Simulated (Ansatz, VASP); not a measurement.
# Two plane-wave programs on AlSi48H25C3

```
Si H Al C
1.0
     7.68059    7.68059    0.00000
    -7.68059    7.68059    0.00000
     0.00000    0.00000   23.42765
Si H Al C
48 25 1 3
Direct
  0.70474 0.29682 0.41818
  0.80751 0.69979 0.41568
  0.05104 0.94836 0.43088
  0.30057 0.19999 0.41879
  0.95224 0.54824 0.44567
  0.20408 0.80175 0.43075
  0.44946 0.04721 0.44183
  0.55245 0.45093 0.44415
  0.87659 0.36773 0.37739
  0.87763 0.87836 0.37921
  0.12604 0.12544 0.37619
  0.37045 0.37819 0.37753
  0.12975 0.62495 0.37683
  0.37236 0.87354 0.37551
  0.62548 0.13214 0.37668
  0.62170 0.62341 0.37832
  0.99643 0.25274 0.31823
  0.99976 0.74825 0.31786
  0.25078 0.00089 0.31946
  0.49935 0.24817 0.31891
  0.24798 0.50061 0.31833
  0.49698 0.75372 0.31886
  0.74772 0.00409 0.31821
  0.75153 0.50132 0.31954
  0.87481 0.12036 0.26193
  0.87196 0.62464 0.26068
  0.12450 0.87572 0.25993
  0.37767 0.12415 0.25945
  0.13161 0.37580 0.26293
  0.37256 0.62326 0.26277
  0.62660 0.87817 0.26168
  0.62760 0.37379 0.26232
  0.75351 0.25347 0.20363
  0.75446 0.75289 0.20174
  0.99941 0.00437 0.20196
  0.25299 0.24540 0.20251
  0.00665 0.49914 0.20585
  0.25009 0.74655 0.20591
  0.50104 0.00209 0.20468
  0.50090 0.50150 0.20464
  0.87500 0.37500 0.14551
  0.87500 0.87500 0.14551
  0.12500 0.12500 0.14551
  0.37500 0.37500 0.14551
  0.12500 0.62500 0.14551
  0.37500 0.87500 0.14551
  0.62500 0.12500 0.14551
  0.62500 0.62500 0.14551
  0.95163 0.29837 0.10671
  0.79837 0.45163 0.10671
  0.95163 0.79837 0.10671
  0.79837 0.95163 0.10671
  0.20163 0.04837 0.10671
  0.04837 0.20163 0.10671
  0.45163 0.29837 0.10671
  0.29837 0.45163 0.10671
  0.20163 0.54837 0.10671
  0.04837 0.70163 0.10671
  0.45163 0.79837 0.10671
  0.29837 0.95163 0.10671
  0.70163 0.04837 0.10671
  0.54837 0.20163 0.10671
  0.70163 0.54837 0.10671
  0.54837 0.70163 0.10671
  0.20786 0.51865 0.50724
  0.33175 0.52283 0.55222
  0.18408 0.55024 0.57919
  0.39858 0.87777 0.59127
  0.24024 0.89449 0.61152
  0.29660 0.97458 0.55403
  0.00484 0.91278 0.53002
  0.07491 0.05677 0.52302
  0.91553 0.03674 0.50420
  0.25086 0.74458 0.52449
  0.24508 0.57014 0.54352
  0.30848 0.88445 0.57373
  0.00506 0.99121 0.50537
```

Alike in both runs: task single point; functional PBE; dispersion D3(BJ); k mesh 1 × 1 × 1; occupations gaussian, width 0.03 eV; no spin polarisation.

```csv
,VASP,Ansatz
version,VASP 6.6.1,Ansatz 0.2.0
potentials or method,"VASP PAW PBE potentials, release 64 (Si, H, Al, C)","scalar-relativistic, plane waves, PAW"
plane-wave cutoff (eV),520,420
valence electrons in the cell,232,232
```

```csv
,VASP,Ansatz,Ansatz less VASP
rms of the force components (eV/Å),0.605,0.605,+0.0001
```

Ansatz's warnings: dispersion switch in reach.
